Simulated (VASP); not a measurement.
Write the native input for VASP 6.6.1 that does the following.

* Task: single point
* Functional: r2SCAN
* Potentials or basis: VASP PAW PBE potentials, release 64 (Cd, Se)
* Cutoff: 520 eV
* k mesh: 8 × 8 × 8
* Occupations: gaussian, width 0.01 eV
* Spin: no spin polarisation
* Dipole correction: no
* Further INCAR settings: ALGO = Normal; EDIFF = 1e-07; NBANDS = 16

CdSe:

```
Cd Se
1.0
    -0.01534    3.06778    3.06778
     3.06778   -0.01534    3.06778
     3.05244    3.05244    0.00000
Cd Se
1 1
Cartesian
  0.0000 0.0000 -0.0066
  1.5262 1.5262 1.5405
```

This cell differs from its parent crystal: shear xy strain -1.0%.

The input as run:

POSCAR

```
CdSe
1.0
   -0.0153389048      3.0677809642      3.0677809642
    3.0677809642     -0.0153389048      3.0677809642
    3.0524420594      3.0524420594      0.0000000000
Cd Se
1 1
Direct
   -0.0010735958     -0.0010735958      0.0010735958
    0.2510735958      0.2510735958      0.2489264042
```

INCAR.step1

```
PREC = Accurate ; ENCUT = 520
ISMEAR = 0 ; SIGMA = 0.01
LREAL = False ; LASPH = True
NELM = 100 ; NBANDS = 16
GGA = PE ; ALGO = Normal
EDIFF = 1E-4 ; LWAVE = True
LCHARG = False
```

INCAR.step2

```
PREC = Accurate ; ENCUT = 520
EDIFF = 1E-7 ; ISMEAR = 0
SIGMA = 0.01 ; LREAL = False
LASPH = True ; NELM = 100
ALGO = Normal ; ISIF = 2
LWAVE = False ; LCHARG = False
METAGGA = R2SCAN ; LMIXTAU = True
NBANDS = 16 ; ISTART = 1
```

KPOINTS

```
regular mesh
0
Gamma
  8 8 8
```

Potentials or basis: VASP PAW PBE potentials, release 64 (Cd, Se).

Command:

```console
$ cat potpaw_PBE.64/Cd/POTCAR potpaw_PBE.64/Se/POTCAR > POTCAR
$ cp INCAR.step1 INCAR
$ mpirun -np 1 vasp_std > vasp.out
$ cp INCAR.step2 INCAR
$ mpirun -np 1 vasp_std > vasp.out
```

Results of the run:

The pressure is 0.2 GPa and the band gap on the k mesh is 1.00 eV, direct.

Caveat: the cell differs from its parent crystal (shear xy strain -1.0%); the PAW data sets were made with another functional, which shifts forces and pressure a little.

Wall time 3.1 min on 1 thread of Intel(R) Xeon(R) 6975P-C (Granite Rapids), on a shared host, peak memory 0.24 GiB.
